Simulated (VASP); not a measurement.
The system is WSe2.

```xyz
6
Lattice="3.3199 0.0000 0.0000 -1.6600 2.8751 0.0000 0.0000 0.0000 13.7372" Properties=species:S:1:pos:R:3 pbc="T T T"
W     1.6600    0.9584   10.3029
W     0.0000    1.9168    3.4343
Se    0.0000    1.9168   11.9651
Se    1.6600    0.9584    5.0965
Se    0.0000    1.9168    8.6407
Se    1.6600    0.9584    1.7721
```

```yaml
Program: VASP 6.6.1
Task: relaxation of cell and atoms
Functional: LDA
Potentials_or_basis: VASP PAW LDA potentials, release 64 (W_sv, Se)
Cutoff: 600 eV
k_mesh: 9 × 9 × 2
Occupations: gaussian, width 0.02 eV
Spin: no spin polarisation
```

At the start: pressure -4.7 GPa; volume 21.85 Å³/atom.

How do energy, volume and symmetry change on relaxing?

Over 37 steps the energy falls by 23.8 meV/atom and the volume is 19.62 Å³/atom (-10.2 %); space group P6_3/mmc (No. 194, to 0.1 Å) before and after.

The path:
```
step  energy change (eV)  largest force (eV/Å)  pressure (GPa)  volume (Å³)
   1              0.0000                0.2373           -4.70       131.13
   2              0.1735                1.6218           10.36       119.33
   3             -0.0701                0.3537           -0.12       126.84
   4             -0.0896                0.0946           -0.23       125.62
   5             -0.0896                0.0851           -0.23       125.58
   6             -0.0936                0.1174            0.05       124.93
   7             -0.1027                0.2182            0.95       123.01
   8             -0.1040                0.4303            2.97       119.19
   9             -0.1062                0.3459            2.09       120.77
  10             -0.1068                0.3430            2.09       120.72
  11             -0.1084                0.3359            2.07       120.57
  12             -0.1116                0.3211            2.02       120.28
  13             -0.1176                0.2922            1.93       119.69
  14             -0.1272                0.2347            1.79       118.50
  15             -0.1353                0.1199            1.67       116.14
  16             -0.1393                0.0578            1.02       116.75
  17             -0.1418                0.0309            0.12       117.63
  18             -0.1418                0.0402            0.05       117.73
  19             -0.1418                0.0444            0.01       117.76
  20             -0.1421                0.0326            0.01       117.81
  21             -0.1427                0.0023            0.02       117.94
  22             -0.1427                0.0120            0.02       117.98
  23             -0.1427                0.0106            0.02       117.97
  24             -0.1427                0.0076            0.01       117.98
  25             -0.1427                0.0016           -0.08       118.01
  26             -0.1427                0.0003           -0.08       118.01
  27             -0.1427                0.0038           -0.04       117.99
  28             -0.1427                0.0019           -0.04       118.00
  29             -0.1427                0.0009           -0.05       118.00
  30             -0.1427                0.0013           -0.07       118.00
  31             -0.1427                0.0027           -0.05       117.98
  32             -0.1427                0.0052           -0.04       117.95
  33             -0.1427                0.0105           -0.03       117.88
  34             -0.1428                0.0083           -0.04       117.92
  35             -0.1428                0.0090           -0.02       117.87
  36             -0.1428                0.0112            0.04       117.75
  37             -0.1428                0.0000            0.00       117.74
```

Final structure:
```xyz
6
Lattice="3.2547 0.0000 0.0000 -1.6273 2.8186 0.0000 0.0000 0.0000 12.8340" Properties=species:S:1:pos:R:3 pbc="T T T"
W     1.6273    0.9395    9.6255
W     0.0000    1.8791    3.2085
Se    0.0000    1.8791   11.2961
Se    1.6273    0.9395    4.8791
Se    0.0000    1.8791    7.9550
Se    1.6273    0.9395    1.5379
```
